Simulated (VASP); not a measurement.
# BaTiO3 in VASP: single point with PBE+D4

Aim: the single point of BaTiO3 with PBE+D4.

All numbers are computed with VASP 6.6.1; they aren't measurements. Logs are shortened: lines on timing, memory, paths and dates and some standing lists are left out, and cuts for length are marked.

## 1. The cell of the first run

The typed cell holds 10 atoms: a = 3.994 Å, b = 3.997 Å, c = 8.165 Å, α = 90.00°, β = 90.00°, γ = 90.09°.

## 2. Single point, PBE+D4

File INCAR:

```
PREC = Accurate
ENCUT = 520
EDIFF = 1E-7
ISMEAR = -1
SIGMA = 0.05
LREAL = F
LASPH = T
NELM = 80
ALGO = Normal
ISIF = 2
LWAVE = F
LCHARG = T
GGA = PE
IVDW = 13
LELF = T
LVHAR = T
NBANDS = 51
```

File KPOINTS:

```
Automatic mesh
0
Gamma
  7 7 4
```

File POSCAR:

```
BaTiO3
1.0
   -3.9938093376      0.0000108858      0.0031249547
    0.0031391740     -0.0000266594     -3.9965619184
    0.0000217716     -8.1649496136     -0.0000530774
Ba Ti O
2 2 6
Direct
   -0.0025811391     -0.0028735954      0.5059440871
    1.0025932811      0.9917075531      1.0059404468
    0.4866957628      0.5083015205      0.2638450399
    0.5133504228      0.4805658387      0.7638447162
    0.5066551477      0.9834946021      0.2455190331
    0.4933255145      0.0052584373      0.7455183100
    0.4997193911      0.4946740573      0.4892520872
    0.5002701583      0.4941054236      0.9892518273
    0.0103558895      0.4873594801      0.2454429503
    0.9896155714      0.5014066827      0.7454415021
```

Potentials or basis: VASP PAW PBE potentials, release 64 (Ba_sv, Ti_sv, O).

Command:

```bash
> cat potpaw_PBE.64/Ba_sv/POTCAR potpaw_PBE.64/Ti_sv/POTCAR potpaw_PBE.64/O/POTCAR > POTCAR
> mpirun -np 1 vasp_std > vasp.out
```

OUTCAR:

```text
PREC = Accurate
   ENCUT = 520
   EDIFF = 1E-7
   ISMEAR = -1
   LREAL = F
   LASPH = T
   NELM = 80
   ISIF = 2
   GGA = PE
   IVDW = 13

 ion  position               nearest neighbor table
   1  0.997  0.997  0.506-  10 2.78   6 2.78   6 2.81  10 2.81   7 2.82   7 2.83   7 2.83   7 2.84
                             9 2.89   5 2.89   5 2.94   9 2.95   3 3.40   3 3.45   3 3.45   4 3.45
   2  0.003  0.992  0.006-   9 2.78   5 2.78   5 2.81   9 2.81   8 2.82   8 2.83   8 2.83   8 2.84
                             6 2.89  10 2.89   6 2.94  10 2.95   4 3.40   4 3.45   4 3.45   3 3.45
   3  0.487  0.508  0.264-   7 1.84   5 1.91   9 1.91   9 2.10   5 2.10   8 2.24   1 3.40   1 3.45
                             1 3.45   2 3.45   1 3.50   2 3.52   2 3.52   2 3.60
   4  0.513  0.481  0.764-   8 1.84   6 1.91  10 1.91  10 2.10   6 2.10   7 2.24   2 3.40   2 3.45
                             2 3.45   1 3.45   2 3.50   1 3.52   1 3.52   1 3.60
   5  0.507  0.983  0.246-   3 1.91   3 2.10   2 2.78   2 2.81   1 2.89   1 2.94
   6  0.493  0.005  0.746-   4 1.91   4 2.10   1 2.78   1 2.81   2 2.89   2 2.94
   7  0.500  0.495  0.489-   3 1.84   4 2.24   1 2.82   1 2.83   1 2.83   1 2.84
   8  0.500  0.494  0.989-   4 1.84   3 2.24   2 2.82   2 2.83   2 2.83   2 2.84
   9  0.010  0.487  0.245-   3 1.91   3 2.10   2 2.78   2 2.81   1 2.89   1 2.95
  10  0.990  0.501  0.745-   4 1.91   4 2.10   1 2.78   1 2.81   2 2.89   2 2.95

  LATTYP: Found a simple monoclinic cell.
 ALAT       =     3.9938105602
 B/A-ratio  =     2.0444008274
 C/A-ratio  =     1.4135914925
 COS(beta)  =    -0.7063080157

  Lattice vectors:

 A1 = (  -3.9938093376,   0.0000108858,   0.0031249547)
 A2 = (   0.0000217716,  -8.1649496136,  -0.0000530774)
 A3 = (   3.9906701636,   0.0000157736,   3.9934369637)

Analysis of symmetry for initial positions (statically):
=====================================================================
 Subroutine PRICEL returns:
 Original cell was already a primitive cell.

 Routine SETGRP: Setting up the symmetry group for a
 simple monoclinic supercell.

 Subroutine GETGRP returns: Found  1 space group operations
 (whereof  1 operations were pure point group operations)
 out of a pool of  4 trial point group operations.

The static configuration has the point symmetry C_1 .

Analysis of symmetry for dynamics (positions and initial velocities):
=====================================================================
 Subroutine PRICEL returns:
 Original cell was already a primitive cell.

 Routine SETGRP: Setting up the symmetry group for a
 simple monoclinic supercell.

 Subroutine GETGRP returns: Found  1 space group operations
 (whereof  1 operations were pure point group operations)
 out of a pool of  4 trial point group operations.

The dynamic configuration has the point symmetry C_1 .

 Subroutine INISYM returns: Found  1 space group operations
 (whereof  1 operations are pure point group operations),
 and found     1 'primitive' translations

----------------------------------------------------------------------------------------

                                     Primitive cell

  volume of cell :     130.3248

  direct lattice vectors                    reciprocal lattice vectors
    -3.993809338  0.000010886  0.003124955    -0.250387670 -0.000000666 -0.000196672
     0.003139174 -0.000026659 -3.996561918    -0.000195781  0.000001626 -0.250215219
     0.000021772 -8.164949614 -0.000053077    -0.000000333 -0.122474730  0.000000817

  length of vectors
     3.993810560  3.996563151  8.164949614     0.250387747  0.250215295  0.122474730

  position of ions in fractional coordinates (direct lattice)
     0.997418861  0.997126405  0.505944087
     0.002593281  0.991707553  0.005940447
     0.486695763  0.508301520  0.263845040
     0.513350423  0.480565839  0.763844716
     0.506655148  0.983494602  0.245519033
     0.493325515  0.005258437  0.745518310
     0.499719391  0.494674057  0.489252087
     0.500270158  0.494105424  0.989251827
     0.010355889  0.487359480  0.245442950
     0.989615571  0.501406683  0.745441502

  ion indices of the primitive-cell ions
   primitive index   ion index
                 1           1
                 2           2
                 3           3
                 4           4
                 5           5
                 6           6
                 7           7
                 8           8
                 9           9
                10          10

----------------------------------------------------------------------------------------

 KPOINTS: Automatic mesh

Automatic generation of k-mesh.
 Grid dimensions read from file:
 generate k-points for:    7    7    4

 Generating k-lattice:

  Cartesian coordinates                     Fractional coordinates (reciprocal lattice)
    -0.035769667 -0.000000095 -0.000028096     0.142857143  0.000000000  0.000000000
    -0.000027969  0.000000232 -0.035745031    -0.000000000  0.142857143 -0.000000000
    -0.000000083 -0.030618683  0.000000204    -0.000000000 -0.000000000  0.250000000

  Length of vectors
     0.035769678  0.035745042  0.030618683

  Shift w.r.t. Gamma in fractional coordinates (k-lattice)
     0.000000000  0.000000000  0.000000000

 Subroutine IBZKPT returns following result:
 ===========================================

 Found     99 irreducible k-points:

 Following reciprocal coordinates:
            Coordinates               Weight
  0.000000  0.000000  0.000000      1.000000
  0.142857  0.000000  0.000000      2.000000
  0.285714  0.000000  0.000000      2.000000
  0.428571  0.000000  0.000000      2.000000
  0.000000  0.142857 -0.000000      2.000000
  0.142857  0.142857 -0.000000      2.000000
[... 16 lines left out ...]
 -0.428571  0.428571 -0.000000      2.000000
 -0.285714  0.428571 -0.000000      2.000000
 [... further k-points ...]
   k-points           NKPTS =     99   k-points in BZ     NKDIM =     99   number of bands    NBANDS=     51
   number of dos      NEDOS =    301   number of ions     NIONS =     10
   total plane-waves  NPLWV =  57600
   dimension x,y,z NGX =    30 NGY =   30 NGZ =   64
   dimension x,y,z NGXF=    60 NGYF=   60 NGZF=  128
   ions per type =               2   2   6
   NGX,Y,Z   is equivalent  to a cutoff of  12.49, 12.48, 13.03 a.u.
   NGXF,Y,Z  is equivalent  to a cutoff of  24.98, 24.96, 26.06 a.u.
 SYSTEM =  unknown system
   PREC   = accura    normal or accurate (medium, high low for compatibility)
   ISTART =      0    job   : 0-new  1-cont  2-samecut
   ICHARG =      2    charge: 1-file 2-atom 10-const
   ISPIN  =      1    spin polarized calculation?
   LNONCOLLINEAR =      F non collinear calculations
   LSORBIT =      F    spin-orbit coupling
   LASPH  =      T    aspherical Exc in radial PAW
   ENCUT  =  520.0 eV  38.22 Ry    6.18 a.u.   7.43  7.43 15.18*2*pi/ulx,y,z
   NELM   =     80;   NELMIN=  2; NELMDL= -5     # of ELM steps
   EDIFF  = 0.1E-06   stopping-criterion for ELM
   LREAL  =      F    real-space projection
   EDIFFG = 0.1E-05   stopping-criterion for IOM
   NSW    =      0    number of steps for IOM
   IBRION =     -1    ionic relax: 0-MD 1-quasi-New 2-CG
   NFREE  =      0    steps in history (QN), initial steepest desc. (CG)
   ISIF   =      2    stress and relaxation
   ISYM   =      2    0-nonsym 1-usesym 2-fastsym
   POTIM  = 0.5000    time-step for ionic-motion
   TEBEG  =    0.0;   TEEND  =   0.0 temperature during run
   PSTRESS=    0.0 pullay stress
   NELECT =      80.0000    total number of electrons
   NUPDOWN=      -1.0000    fix difference up-down
   EMIN   =  10.00;   EMAX   =-10.00  energy-range for DOS
   EFERMI =   0.00;   METHOD = LEGACY
   ISMEAR =    -1;   SIGMA  =   0.05  broadening in eV -4-tet -1-fermi 0-gaus
   EFERMI_NEDOS =   21; number of points for ismear=-14 and -15
   IALGO  =     38    algorithm
   IMIX   =      4    mixing-type and parameters
     AMIX     =   0.40;   BMIX     =  1.00
     AMIX_MAG =   1.60;   BMIX_MAG =  1.00
  volume/ion in A,a.u.               =      13.03        87.95
  Fermi-wavevector in a.u.,A,eV,Ry     =   1.391327  2.629226 26.338022  1.935790
  Thomas-Fermi vector in A             =   2.515176
   LORBIT       =      0    0 simple, 1 ext, 2 COOP (PROOUT), +10 PAW based schemes
   GGA     = PE    functional components
   LHFCALC =     F    Hartree Fock is set to
   AEXX    =    0.0000 exact exchange contribution
   IVDW    =    13    specifies the selected vdW correction
   LEPSILON=     F    determine dielectric tensor
   LRPA    =     F    only Hartree local field effects (RPA)
 non-spin polarized calculation
  energy-cutoff  :      520.00
  volume of cell :      130.32
 maximum number of plane-waves:      3546
 NGX is ok and might be reduce to    30
   NGX = 15   NGY = 15   NGZ = 31

 number of electron      79.9999985 magnetization

 Free energy of the ion-electron system (eV)
  ---------------------------------------------------
  ext. energy  EPLUGINS =         0.00000000
  ---------------------------------------------------
  free energy    TOTEN  =       -80.03806676 eV

  energy without entropy =      -80.03806676  energy(sigma->0) =      -80.03806676

 E-fermi :   4.9082     XC(G=0): -11.1547

 val. band max:        3.6586994331   @ k =   0.4286  -0.4286   0.2500
 cond. band min:       5.9251859023   @ k =   0.0000   0.0000   0.0000
 fundamental gap:      2.2664864692
 Fermi energy:         4.9081702693

 k-point     1 :       0.0000    0.0000    0.0000
  band No.  band energies     occupation
      1     -52.6814      2.00000
      2     -52.6806      2.00000
      3     -29.0131      2.00000
      4     -28.9713      2.00000
      5     -28.9114      2.00000
      6     -28.9099      2.00000
[... 43 lines left out ...]
     50       8.5954      0.00000
     51       8.8385      0.00000

 k-point     2 :       0.1429    0.0000    0.0000
  band No.  band energies     occupation
      1     -52.6812      2.00000
      2     -52.6804      2.00000
      3     -29.0124      2.00000
      4     -28.9709      2.00000
      5     -28.9199      2.00000
      6     -28.9180      2.00000
[... 43 lines left out ...]
     50       8.9880      0.00000
     51       9.2171      0.00000

 k-point     3 :       0.2857    0.0000    0.0000
  band No.  band energies     occupation
      1     -52.6807      2.00000
      2     -52.6799      2.00000
      3     -29.0109      2.00000
      4     -28.9700      2.00000
      5     -28.9425      2.00000
      6     -28.9402      2.00000
[... 43 lines left out ...]
     50       9.9171      0.00000
     51      10.1259      0.00000
[... 1027 lines left out ...]
 k-point    23 :      -0.4286    0.4286   -0.0000
  band No.  band energies     occupation
      1     -52.6794      2.00000
      2     -52.6786      2.00000
      3     -29.0072      2.00000
      4     -28.9673      2.00000
      5     -28.9588      2.00000
      6     -28.9574      2.00000
[... 43 lines left out ...]
     50      10.6374      0.00000
     51      11.2604      0.00000

 k-point    24 :      -0.2857    0.4286   -0.0000
  band No.  band energies     occupation
      1     -52.6797      2.00000
      2     -52.6790      2.00000
      3     -29.0082      2.00000
      4     -28.9681      2.00000
      5     -28.9600      2.00000
      6     -28.9577      2.00000
[... 43 lines left out ...]
     50      10.9051      0.00000
     51      11.1606      0.00000

 [... further k-points ...]

------------------------ aborting loop because EDIFF is reached ----------------------------------------

  DFT-D4 for vdW energy calculation

  Edisp (eV):   -2.12657

  FORCE on cell =-STRESS in cart. coord.  units (eV):
  Direction    XX          YY          ZZ          XY          YZ          ZX
  --------------------------------------------------------------------------------------
  -------------------------------------------------------------------------------------
  Total       1.36481     1.44165     1.35811     0.00101    -0.00055     0.01578
  in kB      16.77859    17.72321    16.69623     0.01244    -0.00677     0.19403
  external pressure =       17.07 kB  Pullay stress =        0.00 kB

 VOLUME and BASIS-vectors are now :
 -----------------------------------------------------------------------------
  energy-cutoff  :      520.00
  volume of cell :      130.32
      direct lattice vectors                 reciprocal lattice vectors
    -3.993809338  0.000010886  0.003124955    -0.250387670 -0.000000666 -0.000196672
     0.003139174 -0.000026659 -3.996561918    -0.000195781  0.000001626 -0.250215219
     0.000021772 -8.164949614 -0.000053077    -0.000000333 -0.122474730  0.000000817

 POSITION                                       TOTAL-FORCE (eV/Angst)
 -----------------------------------------------------------------------------------
     -3.98036     -4.13102     -3.98199        -0.004270      0.033242      0.004716
     -0.00724     -0.04853     -3.96341         0.004135      0.032972     -0.004257
     -1.94217     -2.15429     -2.02995        -0.030192      0.060758      0.032209
     -2.04870     -6.23676     -1.91905         0.030751      0.060901     -0.031076
     -2.02039     -2.00467     -3.92903         0.004008     -0.015783     -0.032981
     -1.97022     -6.08711     -0.01951        -0.004136     -0.015960      0.032049
     -1.99422     -3.99473     -1.97546         0.002414     -0.061981     -0.002455
     -1.99641     -8.07720     -1.97321        -0.002574     -0.061721      0.002568
     -0.03982     -2.00404     -1.94774         0.031451     -0.016112     -0.005147
     -3.95075     -6.08649     -2.00085        -0.031588     -0.016316      0.004374
 -----------------------------------------------------------------------------------
    total drift:                                0.000115     -0.000193     -0.000590

  FREE ENERGIE OF THE ION-ELECTRON SYSTEM (eV)
  ---------------------------------------------------
  free  energy   TOTEN  =       -82.1646381005 eV

  energy  without entropy=      -82.1646381004  energy(sigma->0) =      -82.16463810
```

Wall time 35 min (1 thread of Intel Xeon 8259CL, shared host); peak memory 0.58 GiB.

Results:

```yaml
Free_energy: -82.1646 eV
Pressure: 1.7 GPa
Largest_force: 0.075 eV/Å
Band_gap_on_the_k_mesh: 2.27 eV
Dispersion_energy_per_atom: -0.213 eV
```

Forces on the atoms (eV/Å):
```
Ba  -0.004  0.033  0.005
Ba   0.004  0.033 -0.004
Ti  -0.030  0.061  0.032
Ti   0.031  0.061 -0.031
O    0.004 -0.016 -0.033
O   -0.004 -0.016  0.032
O    0.002 -0.062 -0.002
O   -0.003 -0.062  0.003
O    0.031 -0.016 -0.005
O   -0.032 -0.016  0.004
```

Levels at points of the mesh, in eV from the valence-band top:
```csv
k point,band 38,band 39,band 40,band 41,band 42,band 43
"(0.00, 0.00, 0.00)",-0.47,-0.44,-0.40,2.27,2.33,2.49
"(0.00, 0.00, 0.50)",-0.64,-0.54,-0.54,2.34,2.34,3.15
```

Caveat: spin-orbit coupling is left out, which moves the levels of the heavy elements. A k mesh can miss the band edges.
